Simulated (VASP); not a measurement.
Set up this calculation in VASP 6.6.1, as the native input.

```yaml
Task: single point
Functional: r2SCAN
Potentials_or_basis: VASP PAW PBE potentials, release 64 (Cd, F)
Cutoff: 660 eV
k_mesh: 4 × 4 × 4
Occupations: gaussian, width 0.01 eV
Spin: no spin polarisation
Dipole_correction: no
Further_INCAR_settings: ALGO = Normal; EDIFF = 1e-06; NBANDS = 20
```

CdF2:

```
Cd F
1.0
     0.00000    2.69395    2.69395
     2.69395    0.00000    2.69395
     2.69395    2.69395    0.00000
Cd F
1 2
Cartesian
  0.0000 0.0000 0.0000
  1.3470 1.3470 1.3470
  4.0409 4.0409 4.0409
```

One way to write it, as run:

POSCAR

```
CdF2
1.0
    0.0000000000      2.6939500265      2.6939500265
    2.6939500265      0.0000000000      2.6939500265
    2.6939500265      2.6939500265      0.0000000000
Cd F
1 2
Direct
    0.0000000000      0.0000000000      0.0000000000
    0.2500000000      0.2500000000      0.2500000000
    0.7500000000      0.7500000000      0.7500000000
```

INCAR.step1

```
PREC = Accurate
ENCUT = 660
ISMEAR = 0
SIGMA = 0.01
LREAL = False
LASPH = True
NELM = 120
NBANDS = 20
GGA = PE
ALGO = Normal
EDIFF = 1E-5
LWAVE = True
LCHARG = False
GGA_COMPAT = False
```

INCAR.step2

```
PREC = Accurate
ENCUT = 660
EDIFF = 1E-6
ISMEAR = 0
SIGMA = 0.01
LREAL = False
LASPH = True
NELM = 120
ALGO = Normal
ISIF = 2
LWAVE = False
LCHARG = True
METAGGA = R2SCAN
LMIXTAU = True
LELF = True
LVHAR = True
NBANDS = 20
ISTART = 1
GGA_COMPAT = False
```

KPOINTS

```
regular mesh
0
Gamma
  4 4 4
```

Potentials or basis: VASP PAW PBE potentials, release 64 (Cd, F).

The run is started by

```console
$ cat potpaw_PBE.64/Cd/POTCAR potpaw_PBE.64/F/POTCAR > POTCAR
$ cp INCAR.step1 INCAR
$ mpirun -np 1 vasp_std > vasp.out
$ cp INCAR.step2 INCAR
$ mpirun -np 1 vasp_std > vasp.out
```

It gave:

The pressure is 0.8 GPa and the band gap on the k mesh is 3.75 eV (least direct gap 4.26 eV).

Caveat: the k points lie up to 0.50 Å⁻¹ apart; the PAW data sets were made with another functional, which shifts forces and pressure a little.

Wall time 30 s on 1 thread of Intel(R) Xeon(R) Platinum 8259CL CPU @ 2.50GHz (Skylake/Cascade Lake), on a shared host, peak memory 0.19 GiB.
